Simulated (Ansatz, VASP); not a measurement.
## SiS3 in VASP and in Ansatz

POSCAR

```
SiS3
1.0
    6.0584293341      0.0000000000      0.0000000000
   -3.0292146670      5.2467537104      0.0000000000
    0.0000000000      0.0000000000      4.8192000964
Si S
2 6
Direct
    0.3333333333      0.6666666667      0.2500000000
    0.6666666667      0.3333333333      0.7500000000
    0.7945362303      0.5890724605      0.2500000000
    0.2054637697      0.7945362303      0.7500000000
    0.4109275395      0.2054637697      0.2500000000
    0.2054637697      0.4109275395      0.7500000000
    0.7945362303      0.2054637697      0.2500000000
    0.5890724605      0.7945362303      0.7500000000
```

INCAR.step1

```
SYSTEM = SiS3
PREC = Accurate
ENCUT = 600
ISMEAR = 0
SIGMA = 0.1
LREAL = .False.
LASPH = .True.
NELM = 100
GGA = PE
ALGO = Normal
EDIFF = 1E-4
LWAVE = .True.
LCHARG = .False.
```

File INCAR.step2:

```
SYSTEM = SiS3
PREC = Accurate
ENCUT = 600
EDIFF = 1E-6
ISMEAR = 0
SIGMA = 0.1
LREAL = .False.
LASPH = .True.
NELM = 100
ALGO = Normal
ISIF = 3
LWAVE = .False.
LCHARG = .False.
METAGGA = R2SCAN
LMIXTAU = .True.
IBRION = 2
NSW = 100
EDIFFG = -0.01
ISTART = 1
```

File KPOINTS:

```
Automatic mesh
0
Gamma
  6 6 8
  0 0 0
```

Input for Ansatz:

```yaml
crystal:
  lattice:
    - [6.0584293341, 0.0, 0.0]
    - [-3.029214667, 5.2467537104, 0.0]
    - [0.0, 0.0, 4.8192000964]
  atoms:
    - { symbol: Si, position: [0.3333333333, 0.6666666667, 0.25] }
    - { symbol: Si, position: [0.6666666667, 0.3333333333, 0.75] }
    - { symbol: S, position: [0.7945362303, 0.5890724605, 0.25] }
    - { symbol: S, position: [0.2054637697, 0.7945362303, 0.75] }
    - { symbol: S, position: [0.4109275395, 0.2054637697, 0.25] }
    - { symbol: S, position: [0.2054637697, 0.4109275395, 0.75] }
    - { symbol: S, position: [0.7945362303, 0.2054637697, 0.25] }
    - { symbol: S, position: [0.5890724605, 0.7945362303, 0.75] }
basis:
  ecutwfc: 500
kpoints:
  mp_grid: { grid: [6, 6, 8] }
hamiltonian:
  xc: r2scan
scf:
  occupations: { method: gaussian, width: 0.1 }
output:
  forces: true
  stress: true
  eigenvalues: true
relax:
  adjacent_minimum: "off"
  f_tol: 0.01
  max_steps: 80
  cell: { stress_tol: 0.05 }
```

Alike in both runs: task relaxation of cell and atoms; functional r2SCAN; k mesh 6 × 6 × 8; occupations gaussian, width 0.1 eV; no spin polarisation.

|  | VASP | Ansatz |
| --- | --- | --- |
| version | VASP 6.6.1 | Ansatz 0.2.0 |
| potentials or method | VASP PAW PBE potentials, release 64 (Si, S), cutoff 600 eV | scalar-relativistic, plane waves, PAW |
| valence electrons in the cell | 44 | 44 |

Ansatz gave:

```
gap on the k mesh at the Fermi level, each at its own relaxed structure (eV) : none
relaxed volume (Å³/atom)                                                     : 19.59
relaxed length of the cell vector where the two differ most in proportion (Å)              : 6.160
```

Question: Which values does VASP return?

Answer: gap on the k mesh at the Fermi level, each at its own relaxed structure (eV): none; relaxed volume (Å³/atom): 19.61; relaxed length of the cell vector where the two differ most in proportion (Å): 6.164.

VASP's potentials were made for PBE, not for r2SCAN. A gap of «none» marks a metal or a gap that the smearing closes.
